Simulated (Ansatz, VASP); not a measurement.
# One calculation of BeS, two programs

INCAR

```
SYSTEM = BeS
ALGO = Normal ; EDIFF = 1E-6
ENCUT = 520 ; GGA = PE
ISIF = 2 ; ISMEAR = -1
LASPH = .TRUE. ; LCHARG = .FALSE.
LREAL = .FALSE. ; LWAVE = .FALSE.
NBANDS = 11 ; NELM = 60
PREC = Accurate ; SIGMA = 0.02
```

The input KPOINTS:

```
k-points
0
G
  10 10 10
  0 0 0
```

File POSCAR:

```
BeS
1.0
    0.0000000000      2.4099631659      2.4099631659
    2.4099631659      0.0000000000      2.4099631659
    2.4099631659      2.4099631659      0.0000000000
Be S
1 1
Direct
    0.0000000000      0.0000000000      0.0000000000
    0.2500000000      0.2500000000      0.2500000000
```

Input for Ansatz:

```yaml
crystal:
  lattice:
    - [0.0, 2.4099631659, 2.4099631659]
    - [2.4099631659, 0.0, 2.4099631659]
    - [2.4099631659, 2.4099631659, 0.0]
  atoms:
    - { symbol: Be, position: [0.0, 0.0, 0.0] }
    - { symbol: S, position: [0.25, 0.25, 0.25] }
kpoints:
  mp_grid: { grid: [10, 10, 10] }
  band_path:
    path:
      - [0.0, 0.0, 0.0]
      - [-0.5, -0.5, 0.0]
      - [-0.375, -0.375, 0.25]
      - [-0.375, 0.0, 0.375]
      - [0.0, 0.0, 0.5]
      - [-0.5, -0.25, 0.25]
      - [-0.0375, 0.0, 0.0375]
    npoints: 1
hamiltonian:
  xc: pbe
scf:
  occupations: { method: fermi_dirac, width: 0.02 }
  n_extra_bands: 4
output:
  forces: true
  stress: true
  eigenvalues: true
```

Change from the starting cell: hydrostatic strain -1.0%.

Alike in both runs: task single point; functional PBE; k mesh 10 × 10 × 10; occupations fermi-dirac, width 0.02 eV; no spin polarisation.

```csv
,VASP,Ansatz
version,VASP 6.6.1,Ansatz 0.2.0
potentials or method,"VASP PAW PBE potentials, release 64 (Be, S)","plane waves, PAW"
plane-wave cutoff (eV),520,420
valence electrons in the cell,8,8
```

|  | VASP | Ansatz | Ansatz less VASP |
| --- | --- | --- | --- |
| gap on the k mesh at the Fermi level (eV) | 3.07 | 3.07 | -0.001 |
| pressure (GPa) | 3.5 | 3.4 | -0.01 |
